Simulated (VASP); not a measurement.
# PbSe (Fm-3m) in VASP: notebook

PbSe is run at these levels: r2SCAN; tasks: single point.

Everything below comes from runs of VASP 6.6.1. Logs are shortened: lines on timing, memory, paths and dates and some standing lists are left out, and cuts for length are marked.

### 1 The cell of the first run

The structure is cubic, space group Fm-3m (No. 225). Conventional cell: a = 6.177 Å, b = 6.177 Å, c = 6.177 Å, α = 90.00°, β = 90.00°, γ = 90.00°. Pb (site symmetry m-3m) has 6 Se at 3.09 Å within 4.1 Å. Se (site symmetry m-3m) has 6 Pb at 3.09 Å within 4.1 Å.

### 2 Single point, r2SCAN

POSCAR reads:

```
PbSe
1.0
    0.0000000000      3.0887022211      3.0887022211
    3.0887022211      0.0000000000      3.0887022211
    3.0887022211      3.0887022211      0.0000000000
Pb Se
1 1
Direct
    0.0000000000      0.0000000000      0.0000000000
    0.5000000000      0.5000000000      0.5000000000
```

INCAR.step1 reads:

```
PREC     = Accurate       # precision mode
ENCUT    = 520            # plane-wave cutoff, eV
ISMEAR   = 0              # smearing method
SIGMA    = 0.01           # smearing width, eV
LREAL    = F              # projectors in reciprocal space
LASPH    = T              # aspherical terms in the spheres
NELM     = 80             # most SCF steps
NBANDS   = 17             # bands
GGA      = PE             # functional
ALGO     = Normal         # electronic algorithm
EDIFF    = 1E-4           # SCF threshold, eV
LWAVE    = T              # write WAVECAR
LCHARG   = F              # write CHGCAR
```

INCAR.step2 reads:

```
PREC     = Accurate       # precision mode
ENCUT    = 520            # plane-wave cutoff, eV
EDIFF    = 1E-7           # SCF threshold, eV
ISMEAR   = 0              # smearing method
SIGMA    = 0.01           # smearing width, eV
LREAL    = F              # projectors in reciprocal space
LASPH    = T              # aspherical terms in the spheres
NELM     = 80             # most SCF steps
ALGO     = Normal         # electronic algorithm
ISIF     = 2              # what is computed and relaxed
LWAVE    = F              # write WAVECAR
LCHARG   = T              # write CHGCAR
METAGGA  = R2SCAN         # meta-GGA
LMIXTAU  = T            
LELF     = T              # ELF
LVHAR    = T            
NBANDS   = 17             # bands
ISTART   = 1
```

KPOINTS reads:

```
Automatic mesh
0
Gamma
  6 6 6
```

Potentials or basis: VASP PAW PBE potentials, release 64 (Pb_d, Se).

Started as:

```bash
$ cat potpaw_PBE.64/Pb_d/POTCAR potpaw_PBE.64/Se/POTCAR > POTCAR
$ cp INCAR.step1 INCAR
$ mpirun -np 1 vasp_std > vasp.out
$ cp INCAR.step2 INCAR
$ mpirun -np 1 vasp_std > vasp.out
```

OUTCAR:

```text
PREC = Accurate
   ENCUT = 520
   EDIFF = 1E-7
   ISMEAR = 0
   LREAL = F
   LASPH = T
   NELM = 80
   ISIF = 2
   METAGGA = R2SCAN
   ISTART = 1

 ion  position               nearest neighbor table
   1  0.000  0.000  0.000-   2 3.09   2 3.09   2 3.09   2 3.09   2 3.09   2 3.09
   2  0.500  0.500  0.500-   1 3.09   1 3.09   1 3.09   1 3.09   1 3.09   1 3.09

  LATTYP: Found a face centered cubic cell.
 ALAT       =     6.1774044422

  Lattice vectors:

 A1 = (   0.0000000000,   3.0887022211,   3.0887022211)
 A2 = (   3.0887022211,   0.0000000000,   3.0887022211)
 A3 = (   3.0887022211,   3.0887022211,   0.0000000000)

Analysis of symmetry for initial positions (statically):
=====================================================================
 Subroutine PRICEL returns:
 Original cell was already a primitive cell.

 Routine SETGRP: Setting up the symmetry group for a
 face centered cubic supercell.

 Subroutine GETGRP returns: Found 48 space group operations
 (whereof 48 operations were pure point group operations)
 out of a pool of 48 trial point group operations.

The static configuration has the point symmetry O_h .

Analysis of symmetry for dynamics (positions and initial velocities):
=====================================================================
 Subroutine PRICEL returns:
 Original cell was already a primitive cell.

 Routine SETGRP: Setting up the symmetry group for a
 face centered cubic supercell.

 Subroutine GETGRP returns: Found 48 space group operations
 (whereof 48 operations were pure point group operations)
 out of a pool of 48 trial point group operations.

The dynamic configuration has the point symmetry O_h .

 Subroutine INISYM returns: Found 48 space group operations
 (whereof 48 operations are pure point group operations),
 and found     1 'primitive' translations

----------------------------------------------------------------------------------------

                                     Primitive cell

  volume of cell :      58.9329

  direct lattice vectors                    reciprocal lattice vectors
     0.000000000  3.088702221  3.088702221    -0.161880286  0.161880286  0.161880286
     3.088702221  0.000000000  3.088702221     0.161880286 -0.161880286  0.161880286
     3.088702221  3.088702221  0.000000000     0.161880286  0.161880286 -0.161880286

  length of vectors
     4.368084571  4.368084571  4.368084571     0.280384881  0.280384881  0.280384881

  position of ions in fractional coordinates (direct lattice)
     0.000000000  0.000000000  0.000000000
     0.500000000  0.500000000  0.500000000

  ion indices of the primitive-cell ions
   primitive index   ion index
                 1           1
                 2           2

----------------------------------------------------------------------------------------

 KPOINTS: Automatic mesh

Automatic generation of k-mesh.
 Grid dimensions read from file:
 generate k-points for:    6    6    6

 Generating k-lattice:

  Cartesian coordinates                     Fractional coordinates (reciprocal lattice)
    -0.026980048  0.026980048  0.026980048     0.166666667  0.000000000  0.000000000
     0.026980048 -0.026980048  0.026980048     0.000000000  0.166666667  0.000000000
     0.026980048  0.026980048 -0.026980048     0.000000000  0.000000000  0.166666667

  Length of vectors
     0.046730813  0.046730813  0.046730813

  Shift w.r.t. Gamma in fractional coordinates (k-lattice)
     0.000000000  0.000000000  0.000000000

 Subroutine IBZKPT returns following result:
 ===========================================

 Found     16 irreducible k-points:

 Following reciprocal coordinates:
            Coordinates               Weight
  0.000000  0.000000  0.000000      1.000000
  0.166667  0.000000  0.000000      8.000000
  0.333333  0.000000  0.000000      8.000000
  0.500000  0.000000  0.000000      4.000000
  0.166667  0.166667  0.000000      6.000000
  0.333333  0.166667  0.000000     24.000000
[... 8 lines left out ...]
 -0.333333  0.333333  0.166667     24.000000
 -0.333333  0.500000  0.166667     12.000000
   k-points           NKPTS =     16   k-points in BZ     NKDIM =     16   number of bands    NBANDS=     17
   number of dos      NEDOS =    301   number of ions     NIONS =      2
   total plane-waves  NPLWV =  32768
   dimension x,y,z NGX =    32 NGY =   32 NGZ =   32
   dimension x,y,z NGXF=    64 NGYF=   64 NGZF=   64
   ions per type =               1   1
   NGX,Y,Z   is equivalent  to a cutoff of  12.18, 12.18, 12.18 a.u.
   NGXF,Y,Z  is equivalent  to a cutoff of  24.36, 24.36, 24.36 a.u.
 SYSTEM =  unknown system
   PREC   = accura    normal or accurate (medium, high low for compatibility)
   ISTART =      1    job   : 0-new  1-cont  2-samecut
   ICHARG =      0    charge: 1-file 2-atom 10-const
   ISPIN  =      1    spin polarized calculation?
   LNONCOLLINEAR =      F non collinear calculations
   LSORBIT =      F    spin-orbit coupling
   LASPH  =      T    aspherical Exc in radial PAW
   ENCUT  =  520.0 eV  38.22 Ry    6.18 a.u.   8.12  8.12  8.12*2*pi/ulx,y,z
   NELM   =     80;   NELMIN=  2; NELMDL=  0     # of ELM steps
   EDIFF  = 0.1E-06   stopping-criterion for ELM
   LREAL  =      F    real-space projection
   EDIFFG = 0.1E-05   stopping-criterion for IOM
   NSW    =      0    number of steps for IOM
   IBRION =     -1    ionic relax: 0-MD 1-quasi-New 2-CG
   NFREE  =      0    steps in history (QN), initial steepest desc. (CG)
   ISIF   =      2    stress and relaxation
   ISYM   =      2    0-nonsym 1-usesym 2-fastsym
   POTIM  = 0.5000    time-step for ionic-motion
   TEBEG  =    0.0;   TEEND  =   0.0 temperature during run
   PSTRESS=    0.0 pullay stress
   NELECT =      20.0000    total number of electrons
   NUPDOWN=      -1.0000    fix difference up-down
   EMIN   =  10.00;   EMAX   =-10.00  energy-range for DOS
   EFERMI =   0.00;   METHOD = LEGACY
   ISMEAR =     0;   SIGMA  =   0.01  broadening in eV -4-tet -1-fermi 0-gaus
   EFERMI_NEDOS =   21; number of points for ismear=-14 and -15
   IALGO  =     38    algorithm
   IMIX   =      4    mixing-type and parameters
     AMIX     =   0.40;   BMIX     =  1.00
     AMIX_MAG =   1.60;   BMIX_MAG =  1.00
  volume/ion in A,a.u.               =      29.47       198.85
  Fermi-wavevector in a.u.,A,eV,Ry     =   1.141911  2.157898 17.741452  1.303960
  Thomas-Fermi vector in A             =   2.278610
   LORBIT       =      0    0 simple, 1 ext, 2 COOP (PROOUT), +10 PAW based schemes
   METAGGA = R2SCAN    functional components
   LHFCALC =     F    Hartree Fock is set to
   AEXX    =    0.0000 exact exchange contribution
   IVDW    =     0    specifies the selected vdW correction
   LEPSILON=     F    determine dielectric tensor
   LRPA    =     F    only Hartree local field effects (RPA)
 non-spin polarized calculation
 Gauss-broadening in eV      SIGMA  =   0.01
  energy-cutoff  :      520.00
  volume of cell :       58.93
 maximum number of plane-waves:      1600
   NGX = 17   NGY = 17   NGZ = 17

 number of electron      19.9999993 magnetization

 Free energy of the ion-electron system (eV)
  ---------------------------------------------------
  ext. energy  EPLUGINS =         0.00000000
  ---------------------------------------------------
  free energy    TOTEN  =       -71.94115122 eV

  energy without entropy =      -71.94115122  energy(sigma->0) =      -71.94115122

 E-fermi :   4.6787     XC(G=0):  -9.9336

 val. band max:        4.5549480189   @ k =   0.5000   0.0000   0.0000
 cond. band min:       5.2259086879   @ k =   0.5000   0.0000   0.0000
 fundamental gap:      0.6709606690
 Fermi energy:         4.6786741675

 k-point     1 :       0.0000    0.0000    0.0000
  band No.  band energies     occupation
      1     -12.8453      2.00000
      2     -12.8453      2.00000
      3     -12.8453      2.00000
      4     -12.8407      2.00000
      5     -12.8407      2.00000
      6      -9.3352      2.00000
[... 9 lines left out ...]
     16      11.5951      0.00000
     17      13.2889      0.00000

 k-point     2 :       0.1667    0.0000    0.0000
  band No.  band energies     occupation
      1     -12.8476      2.00000
      2     -12.8476      2.00000
      3     -12.8444      2.00000
      4     -12.8369      2.00000
      5     -12.8369      2.00000
      6      -9.1311      2.00000
[... 9 lines left out ...]
     16      12.1777      0.00000
     17      14.9398      0.00000

 k-point     3 :       0.3333    0.0000    0.0000
  band No.  band energies     occupation
      1     -12.8590      2.00000
      2     -12.8590      2.00000
      3     -12.8429      2.00000
      4     -12.8224      2.00000
      5     -12.8224      2.00000
      6      -8.6297      2.00000
[... 9 lines left out ...]
     16      13.6586      0.00000
     17      16.8365      0.00000

 k-point     4 :       0.5000    0.0000    0.0000
  band No.  band energies     occupation
      1     -12.8647      2.00000
      2     -12.8647      2.00000
      3     -12.8422      2.00000
      4     -12.8151      2.00000
      5     -12.8151      2.00000
      6      -8.2990      2.00000
[... 9 lines left out ...]
     16      15.2794      0.00000
     17      15.2794      0.00000
[... 183 lines left out ...]
      1     -12.9028      2.00000
      2     -12.8453      2.00000
      3     -12.8445      2.00000
      4     -12.8199      2.00000
      5     -12.8162      2.00000
      6      -8.2476      2.00000
[... 9 lines left out ...]
     16      15.3580      0.00000
     17      15.7347      0.00000

 k-point    15 :      -0.3333    0.3333    0.1667
  band No.  band energies     occupation
      1     -12.9115      2.00000
      2     -12.8479      2.00000
      3     -12.8333      2.00000
      4     -12.8306      2.00000
      5     -12.8103      2.00000
      6      -8.0156      2.00000
[... 9 lines left out ...]
     16      16.5026      0.00000
     17      16.6496      0.00000

 k-point    16 :      -0.3333    0.5000    0.1667
  band No.  band energies     occupation
      1     -12.9380      2.00000
      2     -12.8478      2.00000
      3     -12.8362      2.00000
      4     -12.8199      2.00000
      5     -12.8054      2.00000
      6      -7.9218      2.00000
[... 9 lines left out ...]
     16      16.7842      0.00000
     17      17.7578      0.00000

------------------------ aborting loop because EDIFF is reached ----------------------------------------

  FORCE on cell =-STRESS in cart. coord.  units (eV):
  Direction    XX          YY          ZZ          XY          YZ          ZX
  --------------------------------------------------------------------------------------
  -------------------------------------------------------------------------------------
  Total       -0.0047455     -0.0047455     -0.0047455     -0.0000000     -0.0000000     -0.0000000
  in kB       -0.1290134     -0.1290134     -0.1290134     -0.0000000     -0.0000000     -0.0000000
  external PRESSURE =      -0.1290134 kB  Pullay stress =       0.0000000 kB

 VOLUME and BASIS-vectors are now :
 -----------------------------------------------------------------------------
  energy-cutoff  :      520.00
  volume of cell :       58.93
      direct lattice vectors                 reciprocal lattice vectors
     0.000000000  3.088702221  3.088702221    -0.161880286  0.161880286  0.161880286
     3.088702221  0.000000000  3.088702221     0.161880286 -0.161880286  0.161880286
     3.088702221  3.088702221  0.000000000     0.161880286  0.161880286 -0.161880286

 POSITION                                       TOTAL-FORCE (eV/Angst)
 -----------------------------------------------------------------------------------
      0.00000      0.00000      0.00000        -0.000000      0.000000      0.000000
      3.08870      3.08870      3.08870         0.000000     -0.000000     -0.000000
 -----------------------------------------------------------------------------------
    total drift:                                0.000000     -0.000000     -0.000000

  FREE ENERGIE OF THE ION-ELECTRON SYSTEM (eV)
  ---------------------------------------------------
  free  energy   TOTEN  =       -71.9411512173 eV

  energy  without entropy=      -71.9411512173  energy(sigma->0) =      -71.94115122
```

Run time: 39 s. Hardware: 1 thread of AMD EPYC 9R45 (Zen 5), shared host; peak memory 0.16 GiB.

What came out:

```yaml
Free_energy: -71.9412 eV
Pressure: 0.0 GPa
Band_gap_on_the_k_mesh: 0.67 eV, direct
```

Caveat: the PAW data sets were made with another functional, which shifts forces and pressure a little; spin-orbit coupling is left out, which moves the levels of the heavy elements. A k mesh can miss the band edges.

### 3 Single point, r2SCAN (volume changed by +3%)

POSCAR reads:

```
PbSe
1.0
    0.0000000000      3.1192854202      3.1192854202
    3.1192854202      0.0000000000      3.1192854202
    3.1192854202      3.1192854202      0.0000000000
Pb Se
1 1
Direct
    0.0000000000      0.0000000000      0.0000000000
    0.5000000000      0.5000000000      0.5000000000
```

INCAR.step1 reads:

```
PREC = Accurate
ENCUT = 520
ISMEAR = 0
SIGMA = 0.01
LREAL = False
LASPH = True
NELM = 60
NBANDS = 17
GGA = PE
ALGO = Normal
EDIFF = 1E-4
LWAVE = True
LCHARG = False
```

INCAR.step2 reads:

```
PREC = Accurate
ENCUT = 520
EDIFF = 1E-6
ISMEAR = 0
SIGMA = 0.01
LREAL = False
LASPH = True
NELM = 60
ALGO = Normal
ISIF = 2
LWAVE = False
LCHARG = True
METAGGA = R2SCAN
LMIXTAU = True
LELF = True
LVHAR = True
NBANDS = 17
ISTART = 1
```

KPOINTS reads:

```
regular mesh
0
Gamma
  6 6 6
```

Potentials or basis: VASP PAW PBE potentials, release 64 (Pb_d, Se).

Started as:

```bash
$ cat potpaw_PBE.64/Pb_d/POTCAR potpaw_PBE.64/Se/POTCAR > POTCAR
$ cp INCAR.step1 INCAR
$ mpirun -np 1 vasp_std > vasp.out
$ cp INCAR.step2 INCAR
$ mpirun -np 1 vasp_std > vasp.out
```

It took 55 s on 1 thread of AMD EPYC 9R45 (Zen 5), shared host; peak memory 0.18 GiB.

It converged, with:

* Free energy: -71.9335 eV
* Pressure: -1.4 GPa
* Band gap on the k mesh: 0.76 eV, direct

Levels at points of the mesh, in eV from the valence-band top:
```csv
k point,band 8,band 9,band 10,band 11,band 12,band 13
"(0.00, 0.00, 0.00)",-1.71,-1.71,-1.71,4.95,4.95,4.95
"(0.50, 0.00, 0.00)",-1.34,-1.34,0.00,0.76,2.08,2.08
"(0.50, 0.50, 0.00)",-4.63,-2.98,-2.98,4.30,5.81,5.81
```

Caveat: the PAW data sets were made with another functional, which shifts forces and pressure a little; spin-orbit coupling is left out, which moves the levels of the heavy elements. A k mesh can miss the band edges.
